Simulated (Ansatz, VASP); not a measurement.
Co: VASP beside Ansatz

```
Co
1.0
     0.00000    3.59790    3.59790
     1.79895    0.00000    1.79895
     1.79895    1.79895    0.00000
Co
2
Cartesian
  0.0000 0.0000 0.0000
  0.0000 1.7990 1.7990
```

Alike in both runs: task single point; functional PBE; k mesh 7 × 14 × 14; occupations gaussian, width 0.1 eV; collinear spin.

|  | VASP | Ansatz |
| --- | --- | --- |
| version | VASP 6.6.1 | Ansatz 0.2.0 |
| potentials or method | VASP PAW PBE potentials, release 64 (Co), cutoff 520 eV | PAW, plane waves, scalar-relativistic |
| valence electrons in the cell | 18 | 34 |

```tsv
	VASP	Ansatz	Ansatz less VASP
pressure (GPa)	-15.3	-15.0	+0.29
traceless stress, the component that is largest in VASP (GPa)	-2.22	-2.27	-0.057
net moment per atom (μB)	0.00	0.00	0.000
size of the moment on the site where the two differ most (μB)	1.31	1.34	+0.022
```

Site moments also hang on the region over which each program counts them. The functional is the same, so the differences come from potentials, cutoffs and numerics. VASP's potentials hold 18 valence electrons a cell and Ansatz's 34, so a difference there can come from the potentials and not from the codes.
